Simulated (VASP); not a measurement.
# B (Fm-3m) in VASP: a series of runs, part 2 of 2

VASP 6.6.1. Earlier steps stand in the parts before.

### Step 4. Relaxation of cell and atoms, PBE+D3(BJ)

This run uses another cell than the first one, of 10.10 Å³/atom, 1.762 times its volume.

Input file INCAR:

```
PREC     = Accurate       # precision mode
ENCUT    = 500            # plane-wave cutoff, eV
EDIFF    = 1E-7           # SCF threshold, eV
ISMEAR   = 0              # smearing method
SIGMA    = 0.1            # smearing width, eV
LREAL    = F              # projectors in reciprocal space
LASPH    = T              # aspherical terms in the spheres
NELM     = 120            # most SCF steps
ALGO     = Normal         # electronic algorithm
ISIF     = 3              # what is computed and relaxed
LWAVE    = F              # write WAVECAR
LCHARG   = F              # write CHGCAR
GGA      = PE             # functional
IVDW     = 12             # dispersion correction
IBRION   = 2              # ionic algorithm
NSW      = 80             # ionic steps
EDIFFG   = -0.05          # ionic threshold
GGA_COMPAT= F            
NELMIN   = 4
```

Input file KPOINTS:

```
Automatic mesh
0
Gamma
  10 10 10
```

Input file POSCAR:

```
B
1.0
    0.0000000000      1.7157029075      1.7157029075
    1.7157029075      0.0000000000      1.7157029075
    1.7157029075      1.7157029075      0.0000000000
B
1
Direct
    0.0000000000      0.0000000000      0.0000000000
```

Potentials or basis: VASP PAW PBE potentials, release 64 (B).

Launch:

```console
$ cat potpaw_PBE.64/B/POTCAR > POTCAR
$ mpirun -np 1 vasp_std > vasp.out
```

OUTCAR:

```text
PREC = Accurate
   ENCUT = 500
   EDIFF = 1E-7
   ISMEAR = 0
   LREAL = F
   LASPH = T
   NELM = 120
   ISIF = 3
   GGA = PE
   IVDW = 12
   IBRION = 2
   NSW = 80
   EDIFFG = -0.05
   NELMIN = 4
 IVDW          = 12

 ion  position               nearest neighbor table
   1  0.000  0.000  0.000-

  LATTYP: Found a face centered cubic cell.
 ALAT       =     3.4314058150

  Lattice vectors:

 A1 = (   0.0000000000,   1.7157029075,   1.7157029075)
 A2 = (   1.7157029075,   0.0000000000,   1.7157029075)
 A3 = (   1.7157029075,   1.7157029075,   0.0000000000)

Analysis of symmetry for initial positions (statically):
=====================================================================
 Subroutine PRICEL returns:
 Original cell was already a primitive cell.

 Routine SETGRP: Setting up the symmetry group for a
 face centered cubic supercell.

 Subroutine GETGRP returns: Found 48 space group operations
 (whereof 48 operations were pure point group operations)
 out of a pool of 48 trial point group operations.

The static configuration has the point symmetry O_h .

Analysis of symmetry for dynamics (positions and initial velocities):
=====================================================================
 Subroutine PRICEL returns:
[... 148 lines left out ...]

 number of electron       3.0000000 magnetization

 Free energy of the ion-electron system (eV)
  ---------------------------------------------------
  ext. energy  EPLUGINS =         0.00000000
  ---------------------------------------------------
  free energy    TOTEN  =        -4.33159849 eV

  energy without entropy =       -4.32809464  energy(sigma->0) =       -4.32984656

------------------------ aborting loop because EDIFF is reached ----------------------------------------

 Edisp (eV)   -0.39206

 E8    (eV) :    -0.1290
[... 30 lines left out ...]
--------------------------------------- Ionic step        2  -------------------------------------------

 number of electron       3.0000000 magnetization

 E-fermi :   9.5125     XC(G=0): -12.6632

 val. band max:        9.2881951808   @ k =  -0.4000   0.5000   0.1000
 cond. band min:       9.5767310905   @ k =  -0.3000   0.2000   0.0000
 fundamental gap:      0.2885359097
 Fermi energy:         9.5124868717

 k-point     1 :       0.0000    0.0000    0.0000
  band No.  band energies     occupation
      1      -8.6557      2.00000
      2      24.3053      0.00000
      3      24.3053      0.00000
      4      24.3053      0.00000
      5      40.4750      0.00000
[... 300 lines left out ...]
--------------------------------------- Ionic step        5  -------------------------------------------

 number of electron       3.0000000 magnetization

 Free energy of the ion-electron system (eV)
  ---------------------------------------------------
  ext. energy  EPLUGINS =         0.00000000
  ---------------------------------------------------
  free energy    TOTEN  =        -5.33579515 eV

  energy without entropy =       -5.33396680  energy(sigma->0) =       -5.33488098

 E-fermi :  10.8974     XC(G=0): -13.1399

 val. band max:       10.8102043495   @ k =  -0.4000   0.5000   0.1000
 cond. band min:      10.9695314002   @ k =  -0.3000   0.2000   0.0000
 fundamental gap:      0.1593270507
 Fermi energy:        10.8974449683

 k-point     1 :       0.0000    0.0000    0.0000
  band No.  band energies     occupation
      1      -8.6157      2.00000
      2      27.3167      0.00000
      3      27.3167      0.00000
      4      27.3167      0.00000
      5      43.9125      0.00000
[... 216 lines left out ...]
  FREE ENERGIE OF THE ION-ELECTRON SYSTEM (eV)
  ---------------------------------------------------
  free  energy   TOTEN  =        -5.5976923195 eV

  energy  without entropy=       -5.5958639745  energy(sigma->0) =       -5.59677815

 reached required accuracy - stopping structural energy minimisation
```

OSZICAR:

```text
N       E                     dE             d eps       ncg     rms          rms(c)
DAV:   1    -0.190633340551E+01   -0.19063E+01   -0.11346E+03   480   0.411E+02
DAV:   2    -0.432025882036E+01   -0.24139E+01   -0.22871E+01   660   0.397E+01
DAV:   3    -0.433538827853E+01   -0.15129E-01   -0.15064E-01   580   0.378E+00
DAV:   4    -0.433539207510E+01   -0.37966E-05   -0.37968E-05   665   0.592E-02
[... 32 lines left out ...]
       N       E                     dE             d eps       ncg     rms          rms(c)
DAV:   1    -0.533616044228E+01    0.31953E-02   -0.71552E-02   470   0.334E+00    0.168E-01
DAV:   2    -0.533592571716E+01    0.23473E-03   -0.66979E-05   485   0.111E-01    0.989E-02
DAV:   3    -0.533579523522E+01    0.13048E-03   -0.71570E-05   500   0.913E-02    0.542E-03
DAV:   4    -0.533579514896E+01    0.86253E-07   -0.26259E-08   465   0.257E-03
   5 F= -.55976923E+01 E0= -.55967781E+01  d E =-.874037E+00
```

CONTCAR:

```text
B
   1.00000000000000
     0.0000000000000000    1.4198868880300664    1.4198868880300664
     1.4198868880300664    0.0000000000000000    1.4198868880300664
     1.4198868880300664    1.4198868880300664   -0.0000000000000000
  B
     1
Direct
     0.0000000000000000    0.0000000000000000    0.0000000000000000

  0.00000000E+00  0.00000000E+00  0.00000000E+00
```

Wall time 13 s (1 thread of Intel Xeon 8259CL, shared host); peak memory 0.13 GiB.

Results:

```yaml
Free_energy: -5.5977 eV
Relaxed_volume: 5.73 Å³/atom
Relaxed_cell: a = 2.008 Å, b = 2.008 Å, c = 2.008 Å, α = 60.00°, β = 60.00°, γ = 60.00°
Space_group_after_relaxing_to_0.05_Å: Fm-3m (No. 225)
Energy_gained_by_relaxing: 874.0 meV/atom
Ionic_steps: 5
Pressure_after_relaxing: 0.4 GPa
Dispersion_energy_per_atom: -0.262 eV
```

Step by step:
| step | energy change (eV) | largest force (eV/Å) | pressure (GPa) | volume (Å³) |
| --- | --- | --- | --- | --- |
| 1 | 0.0000 | 0.0000 | -46.12 | 10.10 |
| 2 | -0.8120 | 0.0000 | -26.62 | 6.42 |
| 3 | -0.0516 | 0.0000 | 198.30 | 3.98 |
| 4 | -0.8685 | 0.0000 | -9.03 | 5.93 |
| 5 | -0.8740 | 0.0000 | 0.44 | 5.73 |

Final structure:
```yaml
crystal:
  lattice:
    - [0.00000, 1.41989, 1.41989]
    - [1.41989, 0.00000, 1.41989]
    - [1.41989, 1.41989, 0.00000]
  atoms:
    - { symbol: B, position: [0.00000, 0.00000, 0.00000] }
```

Levels at points of the mesh, in eV from the Fermi level:
| k point | band 1 | band 2 | band 3 | band 4 |
| --- | --- | --- | --- | --- |
| (0.00, 0.00, 0.00) | -19.51 | 16.42 | 16.42 | 16.42 |
| (0.50, 0.00, 0.00) | -10.25 | -5.66 | 13.39 | 13.39 |
| (0.50, 0.50, 0.00) | -7.38 | -0.19 | 6.25 | 6.25 |

Caveat: the volume moved by over 15 % at a fixed basis, so the end points are rough; pairwise dispersion overbinds metals, which lowers pressure and volume.

### Step 5. Overview

```csv
task,cell,k mesh,cutoff (eV),gap on the mesh (eV),pressure (GPa)
single point,"a = 2.009 Å, angles 60.0°, 1 atom","24 × 24 × 24, shifted",520,none,0.2
single point,"a = 2.010 Å, angles 60.0°, 1 atom",10 × 10 × 10,500,none,-0.3
relaxation of cell and atoms,"relaxed from a = 2.426 Å, angles 60.0°, 1 atom",10 × 10 × 10,500,none,0.4
```

Alike in all rows: level PBE+D3(BJ); potentials or basis VASP PAW PBE potentials, release 64 (B); no spin polarisation; smearing gaussian 0.1 eV.

Caveats: some runs use coarse meshes; pairwise dispersion overbinds metals, which lowers pressure and volume; the volume moved by over 15 % at a fixed basis, so the end points are rough (some runs).

Total energies depend on the potentials used, so only differences within one code and one set of settings carry meaning.
